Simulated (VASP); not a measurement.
The system is ZnSe.

```
Zn Se
1.0
     6.53919    0.00000    0.00000
     0.00000    6.53919    0.00000
     0.00000    0.00000    3.56983
Zn Se
4 4
Direct
  0.66924 0.66924 0.50000
  0.16924 0.83076 0.25000
  0.33076 0.33076 0.00000
  0.83076 0.16924 0.75000
  0.83076 0.83076 0.00000
  0.33076 0.66924 0.75000
  0.16924 0.16924 0.50000
  0.66924 0.33076 0.25000
```

The cell was generated, and may not be a known phase.

- Program: VASP 6.6.1
- Task: relaxation of cell and atoms
- Functional: PBE
- Potentials or basis: VASP PAW PBE potentials, release 64 (Zn, Se)
- Cutoff: 600 eV
- k mesh: 4 × 4 × 6
- Occupations: gaussian, width 0.1 eV
- Spin: no spin polarisation

At the start: pressure 17.9 GPa; volume 19.08 Å³/atom.

Task: How do energy, volume and symmetry change on relaxing?

Result: Over 6 steps the energy falls by 199.6 meV/atom and the volume is 23.34 Å³/atom (+22.3 %); space group P4_12_12 (No. 92, to 0.1 Å) before and after.

Step by step:
| step | energy change (eV) | largest force (eV/Å) | pressure (GPa) | volume (Å³) |
| --- | --- | --- | --- | --- |
| 1 | 0.0000 | 0.2235 | 17.91 | 152.65 |
| 2 | -1.3043 | 0.0927 | -4.34 | 204.72 |
| 3 | -1.5934 | 0.0907 | 0.18 | 185.61 |
| 4 | -1.5934 | 0.0916 | -0.07 | 186.31 |
| 5 | -1.5965 | 0.0294 | -0.13 | 186.62 |
| 6 | -1.5968 | 0.0110 | -0.10 | 186.74 |

Final structure:
```yaml
crystal:
  lattice:
    - [6.95367, 0.00000, 0.00000]
    - [0.00000, 6.95367, 0.00000]
    - [0.00000, 0.00000, 3.86191]
  atoms:
    - { symbol: Zn, position: [0.66886, 0.66886, 0.50000] }
    - { symbol: Zn, position: [0.16886, 0.83114, 0.25000] }
    - { symbol: Zn, position: [0.33114, 0.33114, 0.00000] }
    - { symbol: Zn, position: [0.83114, 0.16886, 0.75000] }
    - { symbol: Se, position: [0.83072, 0.83072, 0.00000] }
    - { symbol: Se, position: [0.33072, 0.66928, 0.75000] }
    - { symbol: Se, position: [0.16928, 0.16928, 0.50000] }
    - { symbol: Se, position: [0.66928, 0.33072, 0.25000] }
```

Caveat: the volume moved by over 15 % at a fixed basis, so the end points are rough.
